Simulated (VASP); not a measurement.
Wanted: the native input for a VASP 6.6.1 run.

```
Task                   : single point
Functional             : LDA
Potentials or basis    : VASP PAW LDA potentials, release 64 (Ba_sv, In_d, Au)
Cutoff                 : 520 eV
k mesh                 : 2 × 3 × 2
Occupations            : fermi-dirac, width 0.3 eV
Spin                   : no spin polarisation
Dipole correction      : no
Further INCAR settings : ALGO = Normal; EDIFF = 1e-06; NBANDS = 82
```

The structure of Ba2In3Au lies in POSCAR:

```
Ba2In3Au
1.0
  -12.0199200000      0.0000000000      0.0000000000
    0.0000000000     -5.1246220000      0.0000000000
   -5.6515350000      0.0000000000      6.2479830000
Ba In Au
4 6 2
Direct
    0.5721891611      0.5269656962      0.6088844992
    0.3949854019      0.5904240352      0.2972479279
    0.0127839159     -0.1747250822      0.6927035493
    0.9558581300     -0.0672244704      0.2854201108
    0.1432897942      0.4401105096      0.2299141979
    0.2068209090      0.4316025650      0.7943203431
    0.8503660340      0.4791768056      0.1075226997
    0.6484288842     -0.0646291570      0.2591396295
    0.5727328449      0.1254336417      1.0584375790
    0.3422977398      0.0130546214      0.0108835123
    0.8831808358      0.3916971827      0.7106453395
    0.3699168716      0.0227333840      0.5738491926
```

These files were run (other wordings do the same):

INCAR

```
  ALGO = Normal
  EDIFF = 1E-6
  ENCUT = 520
  GGA = CA
  ISIF = 2
  ISMEAR = -1
  LASPH = True
  LCHARG = True
  LELF = True
  LREAL = False
  LVHAR = True
  LWAVE = False
  NBANDS = 82
  NELM = 100
  PREC = Accurate
  SIGMA = 0.3
```

KPOINTS

```
k-points
0
Gamma
  2 3 2
```

Potentials or basis: VASP PAW LDA potentials, release 64 (Ba_sv, In_d, Au).

Command:

```console
$ cat potpaw_LDA.64/Ba_sv/POTCAR potpaw_LDA.64/In_d/POTCAR potpaw_LDA.64/Au/POTCAR > POTCAR
$ mpirun -np 1 vasp_std > vasp.out
```

Results of the run:

| Property | Result |
| --- | --- |
| Pressure | 2.3 GPa |
| Largest force | 3.282 eV/Å |
| Band gap on the k mesh | zero (bands 70 and 71 overlap by 0.01 eV) |

Caveat: the k points lie up to 0.41 Å⁻¹ apart; so wide a smearing shifts energies and pressures; spin-orbit coupling is left out, which moves the levels of the heavy elements; forces of over 1 eV/Å act on the atoms, so gaps and moduli don't describe the material at rest.

It took 9.5 min on 1 thread of Intel(R) Xeon(R) Platinum 8259CL CPU @ 2.50GHz (Skylake/Cascade Lake), on a shared host, peak memory 0.51 GiB.
